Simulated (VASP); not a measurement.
Write the native input for VASP 6.6.1 that does the following.

```yaml
Task: single point
Functional: PBE
Potentials_or_basis: VASP PAW PBE potentials, release 64 (Mn_pv)
Cutoff: 520 eV
k_mesh: 12 × 12 × 12
Occupations: fermi-dirac, width 0.1 eV
Spin: no spin polarisation
Dipole_correction: no
Further_INCAR_settings: ALGO = Normal; EDIFF = 1e-06; NBANDS = 12
```

The structure of Mn lies in POSCAR:

```
Mn
1.0
    0.0000000000      1.7500000000      1.7500000000
    1.7500000000      0.0000000000      1.7500000000
    1.7500000000      1.7500000000      0.0000000000
Mn
1
Direct
    0.0000000000      0.0000000000      0.0000000000
```

These files were run (other wordings do the same):

INCAR

```
ALGO     = Normal         # electronic algorithm
EDIFF    = 1E-6           # SCF threshold, eV
ENCUT    = 520            # plane-wave cutoff, eV
GGA      = PE             # functional
ISIF     = 2              # what is computed and relaxed
ISMEAR   = -1             # smearing method
LASPH    = T              # aspherical terms in the spheres
LCHARG   = T              # write CHGCAR
LELF     = T              # ELF
LREAL    = F              # projectors in reciprocal space
LVHAR    = T            
LWAVE    = F              # write WAVECAR
NBANDS   = 12             # bands
NELM     = 80             # most SCF steps
PREC     = Accurate       # precision mode
SIGMA    = 0.1            # smearing width, eV
```

KPOINTS

```
k-points
0
Gamma
  12 12 12
```

Potentials or basis: VASP PAW PBE potentials, release 64 (Mn_pv).

Launch:

```sh
$ cat potpaw_PBE.64/Mn_pv/POTCAR > POTCAR
$ mpirun -np 1 vasp_std > vasp.out
```

Results of the run:

| Property | Result |
| --- | --- |
| Pressure | 0.8 GPa |

Caveat: the run has no spin polarisation, though such a crystal can be magnetic.

Wall time 9.7 s on 1 thread of AMD EPYC 7R43 64-Core Processor (Zen 3) (shared host), peak memory 0.09 GiB.
